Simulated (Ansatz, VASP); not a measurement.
**Ti: VASP beside Ansatz**

```xyz
3
Lattice="4.6000 0.0000 0.0000 -2.3000 3.9837 0.0000 0.0000 0.0000 2.8200" Properties=species:S:1:pos:R:3 pbc="T T T"
Ti    0.0000    0.0000    0.0000
Ti    0.0000    2.6558    1.4100
Ti    2.3000    1.3279    1.4100
```

Alike in both runs: task relaxation of cell and atoms; functional r2SCAN; dispersion D4; k mesh 8 × 8 × 11; no spin polarisation.

|  | VASP | Ansatz |
| --- | --- | --- |
| version | VASP 6.6.1 | Ansatz 0.2.0 |
| potentials or method | VASP PAW PBE potentials, release 64 (Ti_sv) | plane waves, PAW |
| plane-wave cutoff (eV) | 600 | 500 |
| occupations | fermi-dirac, width 0.1 eV | fermi-dirac |
| valence electrons in the cell | 36 | 36 |

```tsv
	VASP	Ansatz	Ansatz less VASP
gap on the k mesh at the Fermi level, each at its own relaxed structure (eV)	none	none	-
relaxed volume (Å³/atom)	17.01	16.93	-0.075
relaxed cell length with the largest relative difference (Å)	4.566	4.559	-0.0069
```

VASP's potentials were made for PBE, not for r2SCAN. A gap of «none» marks a metal or a gap that the smearing closes.
